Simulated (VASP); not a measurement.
Runs of VASP 6.6.1 on Ag. The structure is that of space group P6_3/mmc (No. 194), or close to it. The cells are those of the table. This isn't the form of Ag at room conditions, which is fcc.

```csv
task,cell,cutoff (eV),gap on the mesh (eV),pressure (GPa)
single point,"a = 2.821, b = 2.821, c = 4.624 Å, angles 90.0, 90.0, 120.0°, 2 atoms",520,none,(b)
single point,"a = 2.748, b = 2.748, c = 4.502 Å, angles 90.0, 90.0, 120.0°, 2 atoms",520,none,15.2
single point,"a = 2.815, b = 2.815, c = 4.613 Å, angles 90.0, 90.0, 120.0°, 2 atoms",520,none,(a)
single point,"a = 2.802, b = 2.802, c = 4.592 Å, angles 90.0, 90.0, 120.0°, 2 atoms",520,none,4.2
single point,"a = 2.771, b = 2.771, c = 4.540 Å, angles 90.0, 90.0, 120.0°, 2 atoms",520,none,10.1
single point,"a = 2.786, b = 2.786, c = 4.565 Å, angles 90.0, 90.0, 120.0°, 2 atoms",520,none,7.2
relaxation of cell and atoms,"relaxed to 1 GPa from a = 2.828, b = 2.828, c = 4.634 Å, angles 90.0, 90.0, 120.0°, 2 atoms",600,none,1.0
single point,"a = 2.828, b = 2.828, c = 4.634 Å, angles 90.0, 90.0, 120.0°, 2 atoms",520,none,0.1
```

Alike in all rows: level LDA; potentials or basis VASP PAW LDA potentials, release 64 (Ag); no spin polarisation; k mesh 18 × 18 × 10; smearing fermi-dirac 0.1 eV.

Q: Fill in the values left out.

A: (a) 2.1; (b) 1.1.

Caveats: the cell stands under pressure (at least some runs); the cell is relaxed towards a set pressure, so the run minimises the enthalpy, not the energy (at least some runs).

A k mesh can miss the band edges, and the runs leave out spin-orbit coupling on Ag.

A gap of «none» marks levels without a gap at the run's occupations.
